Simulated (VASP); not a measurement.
Set up this calculation in VASP 6.6.1, as the native input.

* Task: single point
* Functional: PBE
* Dispersion: D3(BJ)
* Potentials or basis: VASP PAW PBE potentials, release 64 (Cu, N)
* Cutoff: 520 eV
* k mesh: 2 × 3 × 1
* Occupations: fermi-dirac, width 0.05 eV
* Spin: no spin polarisation
* Dipole correction: no
* Further INCAR settings: LREAL = Auto; ALGO = Normal; EDIFF = 1e-07; NBANDS = 116

The structure of Cu18N lies in POSCAR:

```
Cu18N
1.0
   10.8300000000      0.0000000000      0.0000000000
    0.0000000000      5.1053110000      0.0000000000
    0.0000000000      0.0000000000     15.5526550000
Cu N
18 1
Direct
    0.0000000000      0.0000000000      0.0642977035
    0.3333333333      0.0000000000      0.0642977035
    0.6666666667      0.0000000000      0.0642977035
    0.0000000000      0.5000087164      0.0642977035
    0.3333333333      0.5000087164      0.0642977035
    0.6666666667      0.5000087164      0.0642977035
    0.1649953832      0.2543821522      0.1426058766
    0.4973222530      0.2634903143      0.1417957256
    0.8339612188      0.2402987791      0.1445669566
    0.1670637119      0.7467909399      0.1431652666
    0.5022345337      0.7427755136      0.1404004654
    0.8335364728      0.7673381700      0.1479683051
    0.0058171745      0.0039174891      0.2221164168
    0.3391320406     -0.0040937761      0.2198081292
    0.6501569714      0.0035257402      0.2224057564
    0.0101939058      0.5018499363      0.2282504177
    0.3328439520      0.4942695949      0.2184257286
    0.6593074792      0.4950530927      0.2280060864
    0.8352169898      0.4835748498      0.2354260414
```

The input as run:

INCAR

```
SYSTEM = Cu18N
PREC     = Accurate       ! precision mode
ENCUT    = 520            ! plane-wave cutoff, eV
EDIFF    = 1E-7           ! SCF threshold, eV
ISMEAR   = -1             ! smearing method
SIGMA    = 0.05           ! smearing width, eV
LREAL    = Auto         
LASPH    = .TRUE.         ! aspherical terms in the spheres
NELM     = 80             ! most SCF steps
ALGO     = Normal         ! electronic algorithm
ISIF     = 2              ! what is computed and relaxed
LWAVE    = .FALSE.        ! write WAVECAR
LCHARG   = .TRUE.         ! write CHGCAR
GGA      = PE             ! functional
IVDW     = 12             ! dispersion correction
LELF     = .TRUE.         ! ELF
LVHAR    = .TRUE.       
NBANDS   = 116            ! bands
```

KPOINTS

```
Automatic mesh
0
G
  2 3 1
  0 0 0
```

Potentials or basis: VASP PAW PBE potentials, release 64 (Cu, N).

The run is started by

```bash
$ cat potpaw_PBE.64/Cu/POTCAR potpaw_PBE.64/N/POTCAR > POTCAR
$ mpirun -np 1 vasp_std > vasp.out
```

It gave:

```json
{
  "Largest force": "0.565 eV/Å",
  "Dispersion energy per atom": "-0.274 eV"
}
```

Caveat: the k points lie up to 0.41 Å⁻¹ apart.

It took 19 min on 1 thread of Oxide Virtual Turin-like Processor, with other jobs on the host, peak memory 0.86 GiB.
